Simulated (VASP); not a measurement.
# TiTe2 (Fm-3m) in VASP: a series of runs

TiTe2 is run at these levels: PBE; tasks: single point.

All numbers are computed with VASP 6.6.1; they aren't measurements. Logs are shortened: lines on timing, memory, paths and dates and some standing lists are left out, and cuts for length are marked.

## Step 1: The cell of the first run

It takes space group Fm-3m (No. 225, cubic). Conventional cell: a = 6.607 Å, b = 6.607 Å, c = 6.607 Å, α = 90.00°, β = 90.00°, γ = 90.00°. Within 3.8 Å of Ti (site symmetry m-3m) lie 8 Te at 2.86 Å. Te (site symmetry -43m) has 4 Ti at 2.86 Å and 6 Te at 3.30 Å within 3.8 Å.

## Step 2: Single point, PBE

INCAR

```
SYSTEM = TiTe2
ALGO = Normal
EDIFF = 1E-6
ENCUT = 500
GGA = PE
GGA_COMPAT = .False.
ISIF = 2
ISMEAR = 0
LASPH = .True.
LCHARG = .True.
LELF = .True.
LREAL = .False.
LVHAR = .True.
LWAVE = .False.
NBANDS = 19
NELM = 120
PREC = Accurate
SIGMA = 0.05
```

KPOINTS

```
k-points
0
Gamma
  10 10 10
  0 0 0
```

POSCAR

```
TiTe2
1.0
    0.0000000000      3.3036271078      3.3036271078
    3.3036271078      0.0000000000      3.3036271078
    3.3036271078      3.3036271078      0.0000000000
Ti Te
1 2
Direct
    0.0000000000      0.0000000000      0.0000000000
    0.2500000000      0.2500000000      0.2500000000
    0.7500000000      0.7500000000      0.7500000000
```

Potentials or basis: VASP PAW PBE potentials, release 64 (Ti_sv, Te).

Started as:

```bash
$ cat potpaw_PBE.64/Ti_sv/POTCAR potpaw_PBE.64/Te/POTCAR > POTCAR
$ mpirun -np 1 vasp_std > vasp.out
```

OUTCAR:

```text
SYSTEM = TiTe2
   EDIFF = 1E-6
   ENCUT = 500
   GGA = PE
   ISIF = 2
   ISMEAR = 0
   LASPH = .True.
   LREAL = .False.
   NELM = 120
   PREC = Accurate

 ion  position               nearest neighbor table
   1  0.000  0.000  0.000-   3 2.86   3 2.86   3 2.86   2 2.86   2 2.86   2 2.86   3 2.86   2 2.86

   2  0.250  0.250  0.250-   1 2.86   1 2.86   1 2.86   1 2.86   3 3.30   3 3.30   3 3.30   3 3.30
                             3 3.30   3 3.30
   3  0.750  0.750  0.750-   1 2.86   1 2.86   1 2.86   1 2.86   2 3.30   2 3.30   2 3.30   2 3.30
                             2 3.30   2 3.30

  LATTYP: Found a face centered cubic cell.
 ALAT       =     6.6072542156

  Lattice vectors:

 A1 = (   0.0000000000,   3.3036271078,   3.3036271078)
 A2 = (   3.3036271078,   0.0000000000,   3.3036271078)
 A3 = (   3.3036271078,   3.3036271078,   0.0000000000)

Analysis of symmetry for initial positions (statically):
=====================================================================
 Subroutine PRICEL returns:
 Original cell was already a primitive cell.

 Routine SETGRP: Setting up the symmetry group for a
 face centered cubic supercell.

 Subroutine GETGRP returns: Found 48 space group operations
 (whereof 48 operations were pure point group operations)
 out of a pool of 48 trial point group operations.

The static configuration has the point symmetry O_h .

Analysis of symmetry for dynamics (positions and initial velocities):
=====================================================================
 Subroutine PRICEL returns:
 Original cell was already a primitive cell.

 Routine SETGRP: Setting up the symmetry group for a
 face centered cubic supercell.

 Subroutine GETGRP returns: Found 48 space group operations
 (whereof 48 operations were pure point group operations)
 out of a pool of 48 trial point group operations.

The dynamic configuration has the point symmetry O_h .

 Subroutine INISYM returns: Found 48 space group operations
 (whereof 48 operations are pure point group operations),
 and found     1 'primitive' translations

----------------------------------------------------------------------------------------

                                     Primitive cell

  volume of cell :      72.1113

  direct lattice vectors                    reciprocal lattice vectors
     0.000000000  3.303627108  3.303627108    -0.151348800  0.151348800  0.151348800
     3.303627108  0.000000000  3.303627108     0.151348800 -0.151348800  0.151348800
     3.303627108  3.303627108  0.000000000     0.151348800  0.151348800 -0.151348800

  length of vectors
     4.672034261  4.672034261  4.672034261     0.262143812  0.262143812  0.262143812

  position of ions in fractional coordinates (direct lattice)
     0.000000000  0.000000000  0.000000000
     0.250000000  0.250000000  0.250000000
     0.750000000  0.750000000  0.750000000

  ion indices of the primitive-cell ions
   primitive index   ion index
                 1           1
                 2           2
                 3           3

----------------------------------------------------------------------------------------

 KPOINTS: k-points

Automatic generation of k-mesh.
 Grid dimensions read from file:
 generate k-points for:   10   10   10

 Generating k-lattice:

  Cartesian coordinates                     Fractional coordinates (reciprocal lattice)
    -0.015134880  0.015134880  0.015134880     0.100000000  0.000000000  0.000000000
     0.015134880 -0.015134880  0.015134880     0.000000000  0.100000000  0.000000000
     0.015134880  0.015134880 -0.015134880     0.000000000  0.000000000  0.100000000

  Length of vectors
     0.026214381  0.026214381  0.026214381

  Shift w.r.t. Gamma in fractional coordinates (k-lattice)
     0.000000000  0.000000000  0.000000000

 Subroutine IBZKPT returns following result:
 ===========================================

 Found     47 irreducible k-points:

 Following reciprocal coordinates:
            Coordinates               Weight
  0.000000  0.000000  0.000000      1.000000
  0.100000  0.000000  0.000000      8.000000
  0.200000  0.000000  0.000000      8.000000
  0.300000  0.000000  0.000000      8.000000
  0.400000  0.000000  0.000000      8.000000
  0.500000  0.000000  0.000000      4.000000
[... 16 lines left out ...]
  0.300000  0.300000  0.000000      6.000000
  0.400000  0.300000  0.000000     24.000000
 [... further k-points ...]
   k-points           NKPTS =     47   k-points in BZ     NKDIM =     47   number of bands    NBANDS=     19
   number of dos      NEDOS =    301   number of ions     NIONS =      3
   total plane-waves  NPLWV =  46656
   dimension x,y,z NGX =    36 NGY =   36 NGZ =   36
   dimension x,y,z NGXF=    72 NGYF=   72 NGZF=   72
   ions per type =               1   2
   NGX,Y,Z   is equivalent  to a cutoff of  12.81, 12.81, 12.81 a.u.
   NGXF,Y,Z  is equivalent  to a cutoff of  25.62, 25.62, 25.62 a.u.
 SYSTEM =  TiTe2
   PREC   = accura    normal or accurate (medium, high low for compatibility)
   ISTART =      0    job   : 0-new  1-cont  2-samecut
   ICHARG =      2    charge: 1-file 2-atom 10-const
   ISPIN  =      1    spin polarized calculation?
   LNONCOLLINEAR =      F non collinear calculations
   LSORBIT =      F    spin-orbit coupling
   LASPH  =      T    aspherical Exc in radial PAW
   ENCUT  =  500.0 eV  36.75 Ry    6.06 a.u.   8.52  8.52  8.52*2*pi/ulx,y,z
   NELM   =    120;   NELMIN=  2; NELMDL= -5     # of ELM steps
   EDIFF  = 0.1E-05   stopping-criterion for ELM
   LREAL  =      F    real-space projection
   EDIFFG = 0.1E-04   stopping-criterion for IOM
   NSW    =      0    number of steps for IOM
   IBRION =     -1    ionic relax: 0-MD 1-quasi-New 2-CG
   NFREE  =      0    steps in history (QN), initial steepest desc. (CG)
   ISIF   =      2    stress and relaxation
   ISYM   =      2    0-nonsym 1-usesym 2-fastsym
   POTIM  = 0.5000    time-step for ionic-motion
   TEBEG  =    0.0;   TEEND  =   0.0 temperature during run
   PSTRESS=    0.0 pullay stress
   NELECT =      24.0000    total number of electrons
   NUPDOWN=      -1.0000    fix difference up-down
   EMIN   =  10.00;   EMAX   =-10.00  energy-range for DOS
   EFERMI =   0.00;   METHOD = LEGACY
   ISMEAR =     0;   SIGMA  =   0.05  broadening in eV -4-tet -1-fermi 0-gaus
   EFERMI_NEDOS =   21; number of points for ismear=-14 and -15
   IALGO  =     38    algorithm
   IMIX   =      4    mixing-type and parameters
     AMIX     =   0.40;   BMIX     =  1.00
     AMIX_MAG =   1.60;   BMIX_MAG =  1.00
  volume/ion in A,a.u.               =      24.04       162.21
  Fermi-wavevector in a.u.,A,eV,Ry     =   1.134517  2.143926 17.512441  1.287128
  Thomas-Fermi vector in A             =   2.271221
   LORBIT       =      0    0 simple, 1 ext, 2 COOP (PROOUT), +10 PAW based schemes
   GGA     = PE    functional components
   LHFCALC =     F    Hartree Fock is set to
   AEXX    =    0.0000 exact exchange contribution
   IVDW    =     0    specifies the selected vdW correction
   LEPSILON=     F    determine dielectric tensor
   LRPA    =     F    only Hartree local field effects (RPA)
 non-spin polarized calculation
 Gauss-broadening in eV      SIGMA  =   0.05
  energy-cutoff  :      500.00
  volume of cell :       72.11
 maximum number of plane-waves:      1853
 NGX is ok and might be reduce to    36
   NGX = 17   NGY = 17   NGZ = 17

 number of electron      23.9999996 magnetization

 Free energy of the ion-electron system (eV)
  ---------------------------------------------------
  ext. energy  EPLUGINS =         0.00000000
  ---------------------------------------------------
  free energy    TOTEN  =       -14.77666285 eV

  energy without entropy =      -14.76967587  energy(sigma->0) =      -14.77316936

 E-fermi :   8.8529     XC(G=0): -10.3166

 val. band max:        8.8226115446   @ k =   0.3000   0.2000   0.1000
 cond. band min:       8.8619445296   @ k =   0.4000   0.2000   0.1000
 fundamental gap:      0.0393329850
 Fermi energy:         8.8528865162

 k-point     1 :       0.0000    0.0000    0.0000
  band No.  band energies     occupation
      1     -48.6380      2.00000
      2     -24.9226      2.00000
      3     -24.9226      2.00000
      4     -24.9226      2.00000
      5      -5.1072      2.00000
      6      -0.3121      2.00000
[... 11 lines left out ...]
     18      11.7199      0.00000
     19      11.7199      0.00000

 k-point     2 :       0.1000    0.0000    0.0000
  band No.  band energies     occupation
      1     -48.6380      2.00000
      2     -24.9235      2.00000
      3     -24.9228      2.00000
      4     -24.9228      2.00000
      5      -5.0205      2.00000
      6      -0.5401      2.00000
[... 11 lines left out ...]
     18      12.1933      0.00000
     19      12.1933      0.00000

 k-point     3 :       0.2000    0.0000    0.0000
  band No.  band energies     occupation
      1     -48.6379      2.00000
      2     -24.9256      2.00000
      3     -24.9231      2.00000
      4     -24.9231      2.00000
      5      -4.7657      2.00000
      6      -1.0922      2.00000
[... 11 lines left out ...]
     18      12.9547      0.00000
     19      12.9548      0.00000

 k-point     4 :       0.3000    0.0000    0.0000
  band No.  band energies     occupation
      1     -48.6378      2.00000
      2     -24.9284      2.00000
      3     -24.9235      2.00000
      4     -24.9235      2.00000
      5      -4.3589      2.00000
      6      -1.7761      2.00000
[... 11 lines left out ...]
     18      13.5748      0.00000
     19      13.8841      0.00000

 k-point     5 :       0.4000    0.0000    0.0000
  band No.  band energies     occupation
      1     -48.6377      2.00000
      2     -24.9305      2.00000
      3     -24.9238      2.00000
      4     -24.9238      2.00000
      5      -3.8275      2.00000
      6      -2.4856      2.00000
[... 11 lines left out ...]
     18      14.1598      0.00000
     19      14.8784      0.00000
[... 334 lines left out ...]
      2     -24.9293      2.00000
      3     -24.9260      2.00000
      4     -24.9239      2.00000
      5      -3.7757      2.00000
      6      -2.3522      2.00000
[... 11 lines left out ...]
     18      13.5527      0.00000
     19      14.3159      0.00000

 k-point    22 :      -0.2000    0.2000    0.0000
  band No.  band energies     occupation
      1     -48.6377      2.00000
      2     -24.9280      2.00000
      3     -24.9251      2.00000
      4     -24.9235      2.00000
      5      -4.2356      2.00000
      6      -1.8391      2.00000
[... 11 lines left out ...]
     18      13.1900      0.00000
     19      13.4854      0.00000

 k-point    23 :       0.3000    0.3000    0.0000
  band No.  band energies     occupation
      1     -48.6377      2.00000
      2     -24.9286      2.00000
      3     -24.9246      2.00000
      4     -24.9246      2.00000
      5      -4.1689      2.00000
      6      -1.6819      2.00000
[... 11 lines left out ...]
     18      11.6875      0.00000
     19      15.2895      0.00000

 k-point    24 :       0.4000    0.3000    0.0000
  band No.  band energies     occupation
      1     -48.6376      2.00000
      2     -24.9298      2.00000
      3     -24.9252      2.00000
      4     -24.9249      2.00000
      5      -3.8511      2.00000
      6      -1.9744      2.00000
[... 11 lines left out ...]
     18      12.0509      0.00000
     19      15.6116      0.00000

 [... further k-points ...]
[... 5 lines left out ...]
  --------------------------------------------------------------------------------------
  -------------------------------------------------------------------------------------
  Total        4.5805665      4.5805665      4.5805665      0.0000000     -0.0000000      0.0000000
  in kB      101.7716264    101.7716264    101.7716264      0.0000000     -0.0000000      0.0000000
  external PRESSURE =     101.7716264 kB  Pullay stress =       0.0000000 kB

 VOLUME and BASIS-vectors are now :
 -----------------------------------------------------------------------------
  energy-cutoff  :      500.00
  volume of cell :       72.11
      direct lattice vectors                 reciprocal lattice vectors
     0.000000000  3.303627108  3.303627108    -0.151348800  0.151348800  0.151348800
     3.303627108  0.000000000  3.303627108     0.151348800 -0.151348800  0.151348800
     3.303627108  3.303627108  0.000000000     0.151348800  0.151348800 -0.151348800

 POSITION                                       TOTAL-FORCE (eV/Angst)
 -----------------------------------------------------------------------------------
      0.00000      0.00000      0.00000         0.000000      0.000000      0.000000
      1.65181      1.65181      1.65181        -0.000000     -0.000000     -0.000000
      4.95544      4.95544      4.95544         0.000000      0.000000      0.000000
 -----------------------------------------------------------------------------------
    total drift:                               -0.000000      0.000000      0.000000

  FREE ENERGIE OF THE ION-ELECTRON SYSTEM (eV)
  ---------------------------------------------------
  free  energy   TOTEN  =       -14.7766628488 eV

  energy  without entropy=      -14.7696758653  energy(sigma->0) =      -14.77316936
```

Run time: 62 s. Hardware: 1 thread of Intel Xeon 6975P-C, shared host; peak memory 0.24 GiB.

Results:

| Quantity | Value |
| --- | --- |
| Free energy | -14.7767 eV |
| Pressure | 10.2 GPa |
| Band gap on the k mesh | zero (band 12 reaches 9.01 eV, above the bottom of band 13 at 8.66 eV) |

Levels at points of the mesh, in eV from the Fermi level:
```csv
k point,band 8,band 9,band 10,band 11,band 12,band 13,band 14,band 15,band 16,band 17
"(0.00, 0.00, 0.00)",-4.78,-4.78,-0.22,-0.22,-0.09,-0.09,-0.09,2.60,2.60,2.60
"(0.50, 0.00, 0.00)",-3.87,-3.30,-2.91,-2.91,-2.56,0.03,0.03,1.28,2.62,2.62
"(0.50, 0.50, 0.00)",-5.12,-5.12,-1.23,-1.23,-0.62,0.30,1.29,2.33,3.16,3.31
```

Caveat: spin-orbit coupling is left out, which moves the levels of the heavy elements.

## Step 3: Single point, PBE

This run uses another cell than the first one, of 25.67 Å³/atom, 1.068 times its volume.

INCAR

```
SYSTEM = TiTe2
PREC = Accurate
ENCUT = 500
EDIFF = 1E-6
ISMEAR = 0
SIGMA = 0.05
LREAL = .FALSE.
LASPH = .TRUE.
NELM = 120
ALGO = Normal
ISIF = 2
LWAVE = .FALSE.
LCHARG = .FALSE.
GGA = PE
NBANDS = 19
GGA_COMPAT = .FALSE.
```

KPOINTS

```
regular mesh
0
G
  10 10 10
  0 0 0
```

POSCAR

```
TiTe2
1.0
    0.0000000000      3.3768033470      3.3768033470
    3.3768033470      0.0000000000      3.3768033470
    3.3768033470      3.3768033470      0.0000000000
Ti Te
1 2
Direct
    0.0000000000      0.0000000000      0.0000000000
    0.2500000000      0.2500000000      0.2500000000
    0.7500000000      0.7500000000      0.7500000000
```

Potentials or basis: VASP PAW PBE potentials, release 64 (Ti_sv, Te).

Started as:

```bash
$ cat potpaw_PBE.64/Ti_sv/POTCAR potpaw_PBE.64/Te/POTCAR > POTCAR
$ mpirun -np 1 vasp_std > vasp.out
```

Wall time 65 s (1 thread of Intel Xeon 6975P-C, shared host); peak memory 0.24 GiB.

The run converged. Its results:

```yaml
Free_energy: -14.9912 eV
Pressure: 4.1 GPa
Band_gap_on_the_k_mesh: zero (band 12 reaches 8.17 eV, above the bottom of band 13 at 7.84 eV)
```

Levels at points of the mesh, in eV from the Fermi level:
| k point | band 9 | band 10 | band 11 | band 12 | band 13 | band 14 | band 15 | band 16 |
| --- | --- | --- | --- | --- | --- | --- | --- | --- |
| (0.00, 0.00, 0.00) | -4.49 | -0.19 | -0.19 | -0.19 | -0.19 | -0.19 | 2.32 | 2.32 |
| (0.50, 0.00, 0.00) | -3.27 | -2.78 | -2.78 | -2.52 | 0.03 | 0.03 | 1.05 | 2.34 |
| (0.50, 0.50, 0.00) | -4.84 | -1.20 | -1.20 | -0.53 | 0.27 | 1.06 | 2.01 | 2.95 |

Caveat: spin-orbit coupling is left out, which moves the levels of the heavy elements.

## Step 4: Single point, PBE

This run uses another cell than the first one, of 27.21 Å³/atom, 1.132 times its volume.

INCAR

```
PREC = Accurate
ENCUT = 500
EDIFF = 1E-6
ISMEAR = -4
SIGMA = 0.1
LREAL = False
LASPH = True
NELM = 120
ALGO = Normal
ISIF = 2
LWAVE = False
LCHARG = False
GGA = PE
NBANDS = 19
GGA_COMPAT = False
```

KPOINTS

```
Automatic mesh
0
Gamma
  10 10 10
```

POSCAR

```
TiTe2
1.0
    0.0000000000      3.4428591255      3.4428591255
    3.4428591255      0.0000000000      3.4428591255
    3.4428591255      3.4428591255      0.0000000000
Ti Te
1 2
Direct
    0.0000000000      0.0000000000      0.0000000000
    0.2500000000      0.2500000000      0.2500000000
    0.7500000000      0.7500000000      0.7500000000
```

Started as:

```bash
$ cat potpaw_PBE.64/Ti_sv/POTCAR potpaw_PBE.64/Te/POTCAR > POTCAR
$ mpirun -np 1 vasp_std > vasp.out
```

Wall time 70 s (1 thread of Intel Xeon 6975P-C, shared host); peak memory 0.24 GiB.

It converged, with:

| Property | Result |
| --- | --- |
| Free energy | -15.0243 eV |
| Pressure | 0.1 GPa |
| Band gap on the k mesh | zero (band 12 reaches 7.46 eV, above the bottom of band 13 at 7.17 eV) |

Levels at points of the mesh, in eV from the Fermi level:
| k point | band 8 | band 9 | band 10 | band 11 | band 12 | band 13 | band 14 | band 15 | band 16 | band 17 |
| --- | --- | --- | --- | --- | --- | --- | --- | --- | --- | --- |
| (0.00, 0.00, 0.00) | -4.25 | -4.25 | -0.26 | -0.26 | -0.26 | -0.16 | -0.16 | 2.08 | 2.08 | 2.08 |
| (0.50, 0.00, 0.00) | -3.43 | -3.22 | -2.67 | -2.67 | -2.47 | 0.01 | 0.01 | 0.86 | 2.10 | 2.10 |
| (0.50, 0.50, 0.00) | -4.59 | -4.59 | -1.17 | -1.17 | -0.46 | 0.23 | 0.87 | 1.75 | 2.66 | 2.66 |

Caveat: spin-orbit coupling is left out, which moves the levels of the heavy elements.

## Step 5: Summary

```tsv
cell	smearing	gap on the mesh (eV)	pressure (GPa)
a = 4.672 Å, angles 60.0°, 3 atoms	gaussian 0.05 eV	none	10.2
a = 4.776 Å, angles 60.0°, 3 atoms	gaussian 0.05 eV	none	4.1
a = 4.869 Å, angles 60.0°, 3 atoms	tetrahedron	none	0.1
```

Alike in all rows: task single point; level PBE; potentials or basis VASP PAW PBE potentials, release 64 (Ti_sv, Te); no spin polarisation; k mesh 10 × 10 × 10; cutoff (eV) 500.

Caveats: spin-orbit coupling is left out, which moves the levels of the heavy elements.

Absolute energies hang on the potentials; compare differences alone.
